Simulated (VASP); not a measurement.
Input of a VASP 6.6.1 run:

File INCAR:

```
SYSTEM = Ni
PREC = Accurate
ENCUT = 520
EDIFF = 1E-6
ISMEAR = -1
SIGMA = 0.1
LREAL = .FALSE.
LASPH = .TRUE.
NELM = 150
ALGO = Normal
ISIF = 2
LWAVE = .FALSE.
LCHARG = .TRUE.
ISPIN = 2
MAGMOM = 1.5
LORBIT = 11
LMAXMIX = 4
LELF = .TRUE.
LVHAR = .TRUE.
NBANDS = 15
```

The input KPOINTS:

```
regular mesh
0
G
  16 16 16
  0 0 0
```

Contents of POSCAR:

```
Ni
1.0
    0.0000000000      1.7619350000      1.7619350000
    1.7619350000      0.0000000000      1.7619350000
    1.7619350000      1.7619350000      0.0000000000
Ni
1
Direct
    0.0000000000      0.0000000000      0.0000000000
```

Potentials or basis: VASP PAW LDA potentials, release 64 (Ni).

Launch:

```sh
$ cat potpaw_LDA.64/Ni/POTCAR > POTCAR
$ mpirun -np 1 vasp_std > vasp.out
```

Q: Predict the net moment.

A: 0.57 μB per cell.

Q: Estimate the site moments.

A: Ni +0.57 μB.

Q: Predict the pressure.

A: -17.4 GPa.
